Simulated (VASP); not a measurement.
# CaO (Fm-3m) in VASP: further runs, part 2 of 2

VASP 6.6.1. The steps go on from the part before.

**5. Single point, PBEsol**

This run uses another cell than the first one, of 13.43 Å³/atom.

Contents of INCAR:

```
SYSTEM = CaO
PREC     = Accurate       ! precision mode
ENCUT    = 520            ! plane-wave cutoff, eV
EDIFF    = 1E-6           ! SCF threshold, eV
ISMEAR   = 0              ! smearing method
SIGMA    = 0.01           ! smearing width, eV
LREAL    = .False.        ! projectors in reciprocal space
LASPH    = .True.         ! aspherical terms in the spheres
NELM     = 100            ! most SCF steps
ALGO     = Normal         ! electronic algorithm
ISIF     = 2              ! what is computed and relaxed
LWAVE    = .False.        ! write WAVECAR
LCHARG   = .False.        ! write CHGCAR
GGA      = PS             ! functional
NBANDS   = 15             ! bands
```

Contents of KPOINTS:

```
regular mesh
0
Gamma
  10 10 10
  0 0 0
```

Contents of POSCAR:

```
CaO
1.0
    0.0000000000      2.3770781049      2.3770781049
    2.3770781049      0.0000000000      2.3770781049
    2.3770781049      2.3770781049      0.0000000000
Ca O
1 1
Direct
    0.0000000000      0.0000000000      0.0000000000
    0.5000000000      0.5000000000      0.5000000000
```

Potentials or basis: VASP PAW PBE potentials, release 64 (Ca_sv, O).

Command:

```
> cat potpaw_PBE.64/Ca_sv/POTCAR potpaw_PBE.64/O/POTCAR > POTCAR
> mpirun -np 1 vasp_std > vasp.out
```

OUTCAR:

```text
SYSTEM = CaO
   PREC = Accurate
   ENCUT = 520
   EDIFF = 1E-6
   ISMEAR = 0
   LREAL = .False.
   LASPH = .True.
   NELM = 100
   ISIF = 2
   GGA = PS

 ion  position               nearest neighbor table
   1  0.000  0.000  0.000-   2 2.38   2 2.38   2 2.38   2 2.38   2 2.38   2 2.38
   2  0.500  0.500  0.500-   1 2.38   1 2.38   1 2.38   1 2.38   1 2.38   1 2.38

  LATTYP: Found a face centered cubic cell.
 ALAT       =     4.7541562098

  Lattice vectors:

 A1 = (   0.0000000000,   2.3770781049,   2.3770781049)
 A2 = (   2.3770781049,   0.0000000000,   2.3770781049)
 A3 = (   2.3770781049,   2.3770781049,   0.0000000000)

Analysis of symmetry for initial positions (statically):
=====================================================================
 Subroutine PRICEL returns:
 Original cell was already a primitive cell.

 Routine SETGRP: Setting up the symmetry group for a
 face centered cubic supercell.

 Subroutine GETGRP returns: Found 48 space group operations
 (whereof 48 operations were pure point group operations)
 out of a pool of 48 trial point group operations.

The static configuration has the point symmetry O_h .

Analysis of symmetry for dynamics (positions and initial velocities):
=====================================================================
 Subroutine PRICEL returns:
 Original cell was already a primitive cell.

 Routine SETGRP: Setting up the symmetry group for a
 face centered cubic supercell.

 Subroutine GETGRP returns: Found 48 space group operations
 (whereof 48 operations were pure point group operations)
 out of a pool of 48 trial point group operations.

The dynamic configuration has the point symmetry O_h .

 Subroutine INISYM returns: Found 48 space group operations
 (whereof 48 operations are pure point group operations),
 and found     1 'primitive' translations

----------------------------------------------------------------------------------------

                                     Primitive cell

  volume of cell :      26.8634

  direct lattice vectors                    reciprocal lattice vectors
     0.000000000  2.377078105  2.377078105    -0.210342268  0.210342268  0.210342268
     2.377078105  0.000000000  2.377078105     0.210342268 -0.210342268  0.210342268
     2.377078105  2.377078105  0.000000000     0.210342268  0.210342268 -0.210342268

  length of vectors
     3.361696095  3.361696095  3.361696095     0.364323495  0.364323495  0.364323495

  position of ions in fractional coordinates (direct lattice)
     0.000000000  0.000000000  0.000000000
     0.500000000  0.500000000  0.500000000

  ion indices of the primitive-cell ions
   primitive index   ion index
                 1           1
                 2           2

----------------------------------------------------------------------------------------

 KPOINTS: regular mesh

Automatic generation of k-mesh.
 Grid dimensions read from file:
 generate k-points for:   10   10   10

 Generating k-lattice:

  Cartesian coordinates                     Fractional coordinates (reciprocal lattice)
    -0.021034227  0.021034227  0.021034227     0.100000000  0.000000000  0.000000000
     0.021034227 -0.021034227  0.021034227     0.000000000  0.100000000  0.000000000
     0.021034227  0.021034227 -0.021034227     0.000000000  0.000000000  0.100000000

  Length of vectors
     0.036432350  0.036432350  0.036432350

  Shift w.r.t. Gamma in fractional coordinates (k-lattice)
     0.000000000  0.000000000  0.000000000

[... 38 lines left out ...]
   NGX,Y,Z   is equivalent  to a cutoff of  13.85, 13.85, 13.85 a.u.
   NGXF,Y,Z  is equivalent  to a cutoff of  27.69, 27.69, 27.69 a.u.
 SYSTEM =  CaO
   PREC   = accura    normal or accurate (medium, high low for compatibility)
   ISTART =      0    job   : 0-new  1-cont  2-samecut
   ICHARG =      2    charge: 1-file 2-atom 10-const
   ISPIN  =      1    spin polarized calculation?
   LNONCOLLINEAR =      F non collinear calculations
   LSORBIT =      F    spin-orbit coupling
   LASPH  =      T    aspherical Exc in radial PAW
   ENCUT  =  520.0 eV  38.22 Ry    6.18 a.u.   6.25  6.25  6.25*2*pi/ulx,y,z
   NELM   =    100;   NELMIN=  2; NELMDL= -5     # of ELM steps
   EDIFF  = 0.1E-05   stopping-criterion for ELM
   LREAL  =      F    real-space projection
   EDIFFG = 0.1E-04   stopping-criterion for IOM
   NSW    =      0    number of steps for IOM
   IBRION =     -1    ionic relax: 0-MD 1-quasi-New 2-CG
   NFREE  =      0    steps in history (QN), initial steepest desc. (CG)
   ISIF   =      2    stress and relaxation
   ISYM   =      2    0-nonsym 1-usesym 2-fastsym
   POTIM  = 0.5000    time-step for ionic-motion
   TEBEG  =    0.0;   TEEND  =   0.0 temperature during run
   PSTRESS=    0.0 pullay stress
   NELECT =      16.0000    total number of electrons
   NUPDOWN=      -1.0000    fix difference up-down
   EMIN   =  10.00;   EMAX   =-10.00  energy-range for DOS
   EFERMI =   0.00;   METHOD = LEGACY
   ISMEAR =     0;   SIGMA  =   0.01  broadening in eV -4-tet -1-fermi 0-gaus
   EFERMI_NEDOS =   21; number of points for ismear=-14 and -15
   IALGO  =     38    algorithm
   IMIX   =      4    mixing-type and parameters
     AMIX     =   0.40;   BMIX     =  1.00
     AMIX_MAG =   1.60;   BMIX_MAG =  1.00
  volume/ion in A,a.u.               =      13.43        90.64
  Fermi-wavevector in a.u.,A,eV,Ry     =   1.377404  2.602916 25.813546  1.897242
  Thomas-Fermi vector in A             =   2.502560
   LORBIT       =      0    0 simple, 1 ext, 2 COOP (PROOUT), +10 PAW based schemes
   GGA     = PS    functional components
   LHFCALC =     F    Hartree Fock is set to
   AEXX    =    0.0000 exact exchange contribution
   IVDW    =     0    specifies the selected vdW correction
   LEPSILON=     F    determine dielectric tensor
   LRPA    =     F    only Hartree local field effects (RPA)
 non-spin polarized calculation
 Gauss-broadening in eV      SIGMA  =   0.01
  energy-cutoff  :      520.00
  volume of cell :       26.86
 maximum number of plane-waves:       740
 NGX is ok and might be reduce to    28
   NGX = 13   NGY = 13   NGZ = 13

 number of electron      15.9999997 magnetization

 Free energy of the ion-electron system (eV)
  ---------------------------------------------------
  ext. energy  EPLUGINS =         0.00000000
  ---------------------------------------------------
  free energy    TOTEN  =       -13.40898262 eV

  energy without entropy =      -13.40898262  energy(sigma->0) =      -13.40898262

 E-fermi :   2.4558     XC(G=0): -10.9000

 val. band max:        2.3843168996   @ k =   0.0000   0.0000   0.0000
 cond. band min:       5.9005987781   @ k =   0.5000   0.5000   0.0000
 fundamental gap:      3.5162818784
 Fermi energy:         2.4557677043

 k-point     1 :       0.0000    0.0000    0.0000
  band No.  band energies     occupation
      1     -34.8724      2.00000
      2     -15.6875      2.00000
      3     -15.6875      2.00000
      4     -15.6875      2.00000
      5     -13.1243      2.00000
      6       2.3843      2.00000
      7       2.3843      2.00000
      8       2.3843      2.00000
      9       7.2152      0.00000
     10       8.6520      0.00000
     11       8.6520      0.00000
     12       8.6520      0.00000
     13      10.2477      0.00000
     14      10.2477      0.00000
[... 401 lines left out ...]
      2     -16.4508      2.00000
      3     -15.9184      2.00000
      4     -15.8861      2.00000
      5     -12.5319      2.00000
      6       0.6526      2.00000
      7       1.8136      2.00000
      8       1.9197      2.00000
      9       6.6078      0.00000
     10      10.2171      0.00000
     11      11.3719      0.00000
     12      11.4786      0.00000
     13      11.6207      0.00000
     14      13.4480      0.00000
     15      18.2825      0.00000

 [... further k-points ...]

------------------------ aborting loop because EDIFF is reached ----------------------------------------

  FORCE on cell =-STRESS in cart. coord.  units (eV):
  Direction    XX          YY          ZZ          XY          YZ          ZX
  --------------------------------------------------------------------------------------
  -------------------------------------------------------------------------------------
  Total        0.2672423      0.2672423      0.2672423      0.0000000     -0.0000000      0.0000000
  in kB       15.9387914     15.9387914     15.9387914      0.0000000     -0.0000000      0.0000000
  external PRESSURE =      15.9387914 kB  Pullay stress =       0.0000000 kB

 VOLUME and BASIS-vectors are now :
 -----------------------------------------------------------------------------
  energy-cutoff  :      520.00
  volume of cell :       26.86
      direct lattice vectors                 reciprocal lattice vectors
     0.000000000  2.377078105  2.377078105    -0.210342268  0.210342268  0.210342268
     2.377078105  0.000000000  2.377078105     0.210342268 -0.210342268  0.210342268
     2.377078105  2.377078105  0.000000000     0.210342268  0.210342268 -0.210342268

 POSITION                                       TOTAL-FORCE (eV/Angst)
 -----------------------------------------------------------------------------------
      0.00000      0.00000      0.00000        -0.000000      0.000000     -0.000000
      2.37708      2.37708      2.37708         0.000000     -0.000000      0.000000
 -----------------------------------------------------------------------------------
    total drift:                                0.000000      0.000000      0.000000

  FREE ENERGIE OF THE ION-ELECTRON SYSTEM (eV)
  ---------------------------------------------------
  free  energy   TOTEN  =       -13.4089826206 eV

  energy  without entropy=      -13.4089826206  energy(sigma->0) =      -13.40898262
```

Wall time 22 s (1 thread of AMD EPYC 7R13, shared host); peak memory 0.14 GiB.

Results:

- Free energy: -13.4090 eV
- Pressure: 1.6 GPa
- Band gap on the k mesh: 3.52 eV (least direct gap 3.89 eV)

Caveat: the PAW data sets were made with another functional, which shifts forces and pressure a little.

**6. Single point, PBEsol**

This run uses another cell than the first one, of 13.32 Å³/atom.

Contents of INCAR:

```
  ALGO = Normal
  EDIFF = 1E-6
  ENCUT = 520
  GGA = PS
  ISIF = 2
  ISMEAR = 0
  LASPH = T
  LCHARG = T
  LELF = T
  LREAL = F
  LVHAR = T
  LWAVE = F
  NBANDS = 15
  NELM = 100
  PREC = Accurate
  SIGMA = 0.01
```

Contents of KPOINTS:

```
k-points
0
Gamma
  10 10 10
```

Contents of POSCAR:

```
CaO
1.0
    0.0000000000      2.3703312229      2.3703312229
    2.3703312229      0.0000000000      2.3703312229
    2.3703312229      2.3703312229      0.0000000000
Ca O
1 1
Direct
    0.0000000000      0.0000000000      0.0000000000
    0.5000000000      0.5000000000      0.5000000000
```

Potentials or basis: VASP PAW PBE potentials, release 64 (Ca_sv, O).

Command:

```
> cat potpaw_PBE.64/Ca_sv/POTCAR potpaw_PBE.64/O/POTCAR > POTCAR
> mpirun -np 1 vasp_std > vasp.out
```

OUTCAR:

```text
EDIFF = 1E-6
   ENCUT = 520
   GGA = PS
   ISIF = 2
   ISMEAR = 0
   LASPH = T
   LREAL = F
   NELM = 100
   PREC = Accurate

 ion  position               nearest neighbor table
   1  0.000  0.000  0.000-   2 2.37   2 2.37   2 2.37   2 2.37   2 2.37   2 2.37
   2  0.500  0.500  0.500-   1 2.37   1 2.37   1 2.37   1 2.37   1 2.37   1 2.37

  LATTYP: Found a face centered cubic cell.
 ALAT       =     4.7406624458

  Lattice vectors:

 A1 = (   0.0000000000,   2.3703312229,   2.3703312229)
 A2 = (   2.3703312229,   0.0000000000,   2.3703312229)
 A3 = (   2.3703312229,   2.3703312229,   0.0000000000)

Analysis of symmetry for initial positions (statically):
=====================================================================
 Subroutine PRICEL returns:
 Original cell was already a primitive cell.

 Routine SETGRP: Setting up the symmetry group for a
 face centered cubic supercell.

 Subroutine GETGRP returns: Found 48 space group operations
 (whereof 48 operations were pure point group operations)
 out of a pool of 48 trial point group operations.

The static configuration has the point symmetry O_h .

Analysis of symmetry for dynamics (positions and initial velocities):
[... 167 lines left out ...]
 k-point     1 :       0.0000    0.0000    0.0000
  band No.  band energies     occupation
      1     -34.7890      2.00000
      2     -15.5967      2.00000
      3     -15.5967      2.00000
      4     -15.5967      2.00000
      5     -13.0907      2.00000
      6       2.4348      2.00000
      7       2.4348      2.00000
      8       2.4348      2.00000
      9       7.3371      0.00000
     10       8.7213      0.00000
     11       8.7213      0.00000
     12       8.7213      0.00000
     13      10.3328      0.00000
     14      10.3328      0.00000
[... 401 lines left out ...]
      2     -16.3860      2.00000
      3     -15.8344      2.00000
      4     -15.8010      2.00000
      5     -12.4836      2.00000
      6       0.6967      2.00000
      7       1.8623      2.00000
      8       1.9690      2.00000
      9       6.6595      0.00000
     10      10.3349      0.00000
     11      11.4705      0.00000
     12      11.5819      0.00000
     13      11.7228      0.00000
     14      13.5789      0.00000
     15      18.4521      0.00000

 [... further k-points ...]
[... 5 lines left out ...]
  --------------------------------------------------------------------------------------
  -------------------------------------------------------------------------------------
  Total        0.4421427      0.4421427      0.4421427      0.0000000     -0.0000000      0.0000000
  in kB       26.5959765     26.5959765     26.5959765      0.0000000     -0.0000000      0.0000000
  external PRESSURE =      26.5959765 kB  Pullay stress =       0.0000000 kB

 VOLUME and BASIS-vectors are now :
 -----------------------------------------------------------------------------
  energy-cutoff  :      520.00
  volume of cell :       26.64
      direct lattice vectors                 reciprocal lattice vectors
     0.000000000  2.370331223  2.370331223    -0.210940984  0.210940984  0.210940984
     2.370331223  0.000000000  2.370331223     0.210940984 -0.210940984  0.210940984
     2.370331223  2.370331223  0.000000000     0.210940984  0.210940984 -0.210940984

 POSITION                                       TOTAL-FORCE (eV/Angst)
 -----------------------------------------------------------------------------------
      0.00000      0.00000      0.00000         0.000000     -0.000000      0.000000
      2.37033      2.37033      2.37033        -0.000000      0.000000     -0.000000
 -----------------------------------------------------------------------------------
    total drift:                                0.000000      0.000000      0.000000

  FREE ENERGIE OF THE ION-ELECTRON SYSTEM (eV)
  ---------------------------------------------------
  free  energy   TOTEN  =       -13.4055780267 eV

  energy  without entropy=      -13.4055780267  energy(sigma->0) =      -13.40557803
```

stdout:

```text
POSCAR found type information on POSCAR CaO
 POSCAR found :  2 types and       2 ions
 scaLAPACK will be used
 -----------------------------------------------------------------------------
|                                                                             |
|                                                                             |
|     You enforced a specific xc type in the INCAR file but a different       |
|     I HOPE YOU KNOW WHAT YOU ARE DOING!                                     |
|                                                                             |
 -----------------------------------------------------------------------------

 LDA part: xc-table for (Slater+PW92), standard interpolation
 POSCAR, INCAR and KPOINTS ok, starting setup
 FFT: planning ... GRIDC
 FFT: planning ... GRID_SOFT
 FFT: planning ... GRID
 WAVECAR not read
 entering main loop
```

It took 26 s on 1 thread of AMD EPYC 7R13, shared host; peak memory 0.14 GiB.

Results:

| Quantity | Value |
| --- | --- |
| Free energy | -13.4056 eV |
| Pressure | 2.7 GPa |
| Band gap on the k mesh | 3.51 eV (least direct gap 3.88 eV) |

Caveat: the PAW data sets were made with another functional, which shifts forces and pressure a little. A k mesh can miss the band edges.

**7. Overview**

```tsv
cell	gap on the mesh (eV)	pressure (GPa)
a = 3.257 Å, angles 60.0°, 2 atoms	3.43	16.0
a = 3.311 Å, angles 60.0°, 2 atoms	3.48	7.8
a = 3.289 Å, angles 60.0°, 2 atoms	3.46	10.8
a = 3.362 Å, angles 60.0°, 2 atoms	3.52	1.6
a = 3.352 Å, angles 60.0°, 2 atoms	3.51	2.7
```

Alike in all rows: task single point; level PBEsol; potentials or basis VASP PAW PBE potentials, release 64 (Ca_sv, O); no spin polarisation; k mesh 10 × 10 × 10; cutoff (eV) 520; smearing gaussian 0.01 eV.

Caveats: the PAW data sets were made with another functional, which shifts forces and pressure a little; the cell stands under pressure (at least some runs).

Absolute energies hang on the potentials; compare differences alone.
